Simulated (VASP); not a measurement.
# ZnRe2 (I4_1/amd) in VASP: single point with PBE

Aim: the single point of ZnRe2 with PBE.

Program: VASP 6.6.1. These are calculated values, not measurements. Logs are shortened: lines on timing, memory, paths and dates and some standing lists are left out, and cuts for length are marked.

## 1. The cell of the first run

Symmetry: I4_1/amd, No. 141, tetragonal system. The conventional cell has a = 5.009 Å, b = 5.009 Å, c = 7.861 Å, α = 90.00°, β = 90.00°, γ = 90.00°. Within 3.5 Å of Zn (site symmetry -4m2) lie 6 Re at 2.62 to 2.74 Å and 4 Zn at 3.18 Å. Re (site symmetry 2mm) has 7 Re at 2.38 to 3.18 Å and 3 Zn at 2.62 to 2.74 Å within 3.2 Å.

## 2. Single point, PBE

Input file INCAR:

```
ALGO = Normal
EDIFF = 1E-6
ENCUT = 560
GGA = PE
GGA_COMPAT = False
ISIF = 2
ISMEAR = 0
LASPH = True
LCHARG = True
LELF = True
LREAL = False
LVHAR = True
LWAVE = False
NBANDS = 51
NELM = 120
PREC = Accurate
SIGMA = 0.1
```

Input file KPOINTS:

```
k-points
0
Gamma
  6 6 6
```

Input file POSCAR:

```
ZnRe2
1.0
   -2.5043205618      2.5043205618      3.9303079201
    2.5043205618     -2.5043205618      3.9303079201
    2.5043205618      2.5043205618     -3.9303079201
Zn Re
2 4
Direct
    0.0000000000      0.0000000000      0.0000000000
    0.7500000000      0.2500000000      0.5000000000
    0.3487298566      0.3487298566      0.0000000000
    1.0987298566      0.5987298566      0.5000000000
    0.4012701434     -0.0987298566      0.5000000000
    0.6512701434      0.6512701434      0.0000000000
```

Potentials or basis: VASP PAW PBE potentials, release 64 (Zn, Re_sv_GW).

The run is started by

```
$ cat potpaw_PBE.64/Zn/POTCAR potpaw_PBE.64/Re_sv_GW/POTCAR > POTCAR
$ mpirun -np 1 vasp_std > vasp.out
```

OUTCAR:

```text
EDIFF = 1E-6
   ENCUT = 560
   GGA = PE
   ISIF = 2
   ISMEAR = 0
   LASPH = True
   LREAL = False
   NELM = 120
   PREC = Accurate

 ion  position               nearest neighbor table
   1  0.000  0.000  0.000-   4 2.62   5 2.62   4 2.62   5 2.62   3 2.74   6 2.74
   2  0.750  0.250  0.500-   3 2.62   6 2.62   3 2.62   6 2.62   5 2.74   4 2.74
   3  0.349  0.349  0.000-   6 2.38   5 2.54   5 2.54   2 2.62   2 2.62   1 2.74   4 3.18   4 3.18
                             4 3.18   4 3.18
   4  0.099  0.599  0.500-   5 2.38   6 2.54   6 2.54   1 2.62   1 2.62   2 2.74   3 3.18   3 3.18
                             3 3.18   3 3.18
   5  0.401  0.901  0.500-   4 2.38   3 2.54   3 2.54   1 2.62   1 2.62   2 2.74   6 3.18   6 3.18
                             6 3.18   6 3.18
   6  0.651  0.651  0.000-   3 2.38   4 2.54   4 2.54   2 2.62   2 2.62   1 2.74   5 3.18   5 3.18
                             5 3.18   5 3.18

  LATTYP: Found a body centered tetragonal cell.
 ALAT       =     5.0086411236
 C/A-ratio  =     1.5694108734

  Lattice vectors:

 A1 = (  -2.5043205618,   2.5043205618,   3.9303079201)
 A2 = (   2.5043205618,  -2.5043205618,   3.9303079201)
 A3 = (   2.5043205618,   2.5043205618,  -3.9303079201)

Analysis of symmetry for initial positions (statically):
=====================================================================
 Subroutine PRICEL returns:
 Original cell was already a primitive cell.

 Routine SETGRP: Setting up the symmetry group for a
 body centered tetragonal supercell.

 Subroutine GETGRP returns: Found 16 space group operations
 (whereof  8 operations were pure point group operations)
 out of a pool of 16 trial point group operations.

The static configuration has the point symmetry D_2d.
 The point group associated with its full space group is D_4h.

Analysis of symmetry for dynamics (positions and initial velocities):
=====================================================================
 Subroutine PRICEL returns:
 Original cell was already a primitive cell.

 Routine SETGRP: Setting up the symmetry group for a
 body centered tetragonal supercell.

 Subroutine GETGRP returns: Found 16 space group operations
 (whereof  8 operations were pure point group operations)
 out of a pool of 16 trial point group operations.

The dynamic configuration has the point symmetry D_2d.
 The point group associated with its full space group is D_4h.

 Subroutine INISYM returns: Found 16 space group operations
 (whereof  8 operations are pure point group operations),
 and found     1 'primitive' translations

[... 101 lines left out ...]
   NELM   =    120;   NELMIN=  2; NELMDL= -5     # of ELM steps
   EDIFF  = 0.1E-05   stopping-criterion for ELM
   LREAL  =      F    real-space projection
   EDIFFG = 0.1E-04   stopping-criterion for IOM
   NSW    =      0    number of steps for IOM
   IBRION =     -1    ionic relax: 0-MD 1-quasi-New 2-CG
   NFREE  =      0    steps in history (QN), initial steepest desc. (CG)
   ISIF   =      2    stress and relaxation
   ISYM   =      2    0-nonsym 1-usesym 2-fastsym
   POTIM  = 0.5000    time-step for ionic-motion
   TEBEG  =    0.0;   TEEND  =   0.0 temperature during run
   PSTRESS=    0.0 pullay stress
   NELECT =      84.0000    total number of electrons
   NUPDOWN=      -1.0000    fix difference up-down
   EMIN   =  10.00;   EMAX   =-10.00  energy-range for DOS
   EFERMI =   0.00;   METHOD = LEGACY
   ISMEAR =     0;   SIGMA  =   0.10  broadening in eV -4-tet -1-fermi 0-gaus
   EFERMI_NEDOS =   21; number of points for ismear=-14 and -15
   IALGO  =     38    algorithm
   IMIX   =      4    mixing-type and parameters
     AMIX     =   0.40;   BMIX     =  1.00
     AMIX_MAG =   1.60;   BMIX_MAG =  1.00
  volume/ion in A,a.u.               =      16.43       110.89
  Fermi-wavevector in a.u.,A,eV,Ry     =   1.551955  2.932770 32.770507  2.408564
  Thomas-Fermi vector in A             =   2.656400
   LORBIT       =      0    0 simple, 1 ext, 2 COOP (PROOUT), +10 PAW based schemes
   GGA     = PE    functional components
   LHFCALC =     F    Hartree Fock is set to
   AEXX    =    0.0000 exact exchange contribution
   IVDW    =     0    specifies the selected vdW correction
   LEPSILON=     F    determine dielectric tensor
   LRPA    =     F    only Hartree local field effects (RPA)
 non-spin polarized calculation
 Gauss-broadening in eV      SIGMA  =   0.10
  energy-cutoff  :      560.00
  volume of cell :       98.60
 maximum number of plane-waves:      3007
 NGX is ok and might be reduce to    42
   NGX = 21   NGY = 21   NGZ = 21

 number of electron      83.9999994 magnetization

 Free energy of the ion-electron system (eV)
  ---------------------------------------------------
  ext. energy  EPLUGINS =         0.00000000
  ---------------------------------------------------
  free energy    TOTEN  =       -52.79650557 eV

  energy without entropy =      -52.76478039  energy(sigma->0) =      -52.78064298

 E-fermi :   8.4695     XC(G=0): -12.7038

 val. band max:        8.4605317068   @ k =   0.1667   0.1667   0.0000
 cond. band min:       8.4945716834   @ k =   0.1667   0.1667   0.0000
 fundamental gap:      0.0340399766
 Fermi energy:         8.4695117310

 k-point     1 :       0.0000    0.0000    0.0000
  band No.  band energies     occupation
      1     -71.8235      2.00000
      2     -71.7086      2.00000
      3     -71.7015      2.00000
      4     -71.6063      2.00000
      5     -34.3360      2.00000
      6     -34.2646      2.00000
[... 1285 lines left out ...]
     50      11.5057      0.00000
     51      12.7925      0.00000

 [... further k-points ...]
[... 5 lines left out ...]
  --------------------------------------------------------------------------------------
  -------------------------------------------------------------------------------------
  Total       -0.3755918     -0.3755918     -0.3235585      0.0000000      0.0000000      0.0000000
  in kB       -6.1032378     -6.1032378     -5.2577140      0.0000000      0.0000000      0.0000000
  external PRESSURE =      -5.8213965 kB  Pullay stress =       0.0000000 kB

 VOLUME and BASIS-vectors are now :
 -----------------------------------------------------------------------------
  energy-cutoff  :      560.00
  volume of cell :       98.60
      direct lattice vectors                 reciprocal lattice vectors
    -2.504320562  2.504320562  3.930307920     0.000000000  0.199654951  0.127216496
     2.504320562 -2.504320562  3.930307920     0.199654951  0.000000000  0.127216496
     2.504320562  2.504320562 -3.930307920     0.199654951  0.199654951  0.000000000

 POSITION                                       TOTAL-FORCE (eV/Angst)
 -----------------------------------------------------------------------------------
      0.00000      0.00000      0.00000         0.000000      0.000000     -0.000000
      0.00000      2.50432      1.96515         0.000000      0.000000     -0.000000
      0.00000      0.00000      2.74123         0.000000      0.000000      0.005655
      2.50432      0.00000      0.77608         0.000000      0.000000      0.005655
      2.50432      0.00000      3.15423         0.000000      0.000000     -0.005655
      0.00000      0.00000      5.11938        -0.000000     -0.000000     -0.005655
 -----------------------------------------------------------------------------------
    total drift:                               -0.000000     -0.000000      0.000000

  FREE ENERGIE OF THE ION-ELECTRON SYSTEM (eV)
  ---------------------------------------------------
  free  energy   TOTEN  =       -52.7965055735 eV

  energy  without entropy=      -52.7647803911  energy(sigma->0) =      -52.78064298
```

It took 3 min on 1 thread of Intel Xeon Platinum 8559C (Emerald Rapids), shared host; peak memory 0.33 GiB.

What came out:

- Free energy: -52.7965 eV
- Pressure: -0.6 GPa
- Largest force: 0.006 eV/Å
- Band gap on the k mesh: zero (bands 42 and 43 overlap by 0.41 eV)

Forces in eV/Å, atoms in the order of the input:
```
Zn   0.000  0.000  0.000
Zn   0.000  0.000  0.000
Re   0.000  0.000  0.006
Re   0.000  0.000  0.006
Re   0.000  0.000 -0.006
Re   0.000  0.000 -0.006
```

Caveat: spin-orbit coupling is left out, which moves the levels of the heavy elements.

The gap in the log of VASP goes by the Fermi energy; the results here count the filled bands.